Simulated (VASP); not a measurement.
Set up this calculation in VASP 6.6.1, as the native input.

```yaml
Task: single point
Functional: r2SCAN
Potentials_or_basis: VASP PAW PBE potentials, release 64 (Al)
Cutoff: 520 eV
k_mesh: 18 × 18 × 10
Occupations: gaussian, width 0.1 eV
Spin: no spin polarisation
Dipole_correction: no
Further_INCAR_settings: ALGO = Normal; EDIFF = 1e-06; NBANDS = 10
```

Crystal: Al.

```
Al
1.0
     2.83451    0.00000    0.00000
    -1.41725    2.45476    0.00000
     0.00000    0.00000    4.74013
Al
2
Direct
  0.66667 0.33333 0.75000
  0.33333 0.66667 0.25000
```

This isn't the form of Al at room conditions, which is fcc.

One way to write it, as run:

POSCAR

```
Al
1.0
    2.8345073881      0.0000000000      0.0000000000
   -1.4172536941      2.4547554054      0.0000000000
    0.0000000000      0.0000000000      4.7401345235
Al
2
Direct
    0.6666666667      0.3333333333      0.7500000000
    0.3333333333      0.6666666667      0.2500000000
```

INCAR.step1

```
PREC     = Accurate       # precision mode
ENCUT    = 520            # plane-wave cutoff, eV
ISMEAR   = 0              # smearing method
SIGMA    = 0.1            # smearing width, eV
LREAL    = F              # projectors in reciprocal space
LASPH    = T              # aspherical terms in the spheres
NELM     = 60             # most SCF steps
NBANDS   = 10             # bands
GGA      = PE             # functional
ALGO     = Normal         # electronic algorithm
EDIFF    = 1E-4           # SCF threshold, eV
LWAVE    = T              # write WAVECAR
LCHARG   = F              # write CHGCAR
```

INCAR.step2

```
PREC     = Accurate       # precision mode
ENCUT    = 520            # plane-wave cutoff, eV
EDIFF    = 1E-6           # SCF threshold, eV
ISMEAR   = 0              # smearing method
SIGMA    = 0.1            # smearing width, eV
LREAL    = F              # projectors in reciprocal space
LASPH    = T              # aspherical terms in the spheres
NELM     = 60             # most SCF steps
ALGO     = Normal         # electronic algorithm
ISIF     = 2              # what is computed and relaxed
LWAVE    = F              # write WAVECAR
LCHARG   = F              # write CHGCAR
METAGGA  = R2SCAN         # meta-GGA
LMIXTAU  = T            
NBANDS   = 10             # bands
ISTART   = 1
```

KPOINTS

```
Automatic mesh
0
Gamma
  18 18 10
```

Potentials or basis: VASP PAW PBE potentials, release 64 (Al).

Launch:

```bash
$ cat potpaw_PBE.64/Al/POTCAR > POTCAR
$ cp INCAR.step1 INCAR
$ mpirun -np 1 vasp_std > vasp.out
$ cp INCAR.step2 INCAR
$ mpirun -np 1 vasp_std > vasp.out
```

It gave:

* Pressure: -2.8 GPa
* Band gap on the k mesh: zero (bands 3 and 4 overlap by 7.46 eV)

Caveat: the PAW data sets were made with another functional, which shifts forces and pressure a little.

Run time: 71 s on 1 thread of Intel(R) Xeon(R) 6975P-C (Granite Rapids), with other jobs on the host, peak memory 0.19 GiB.
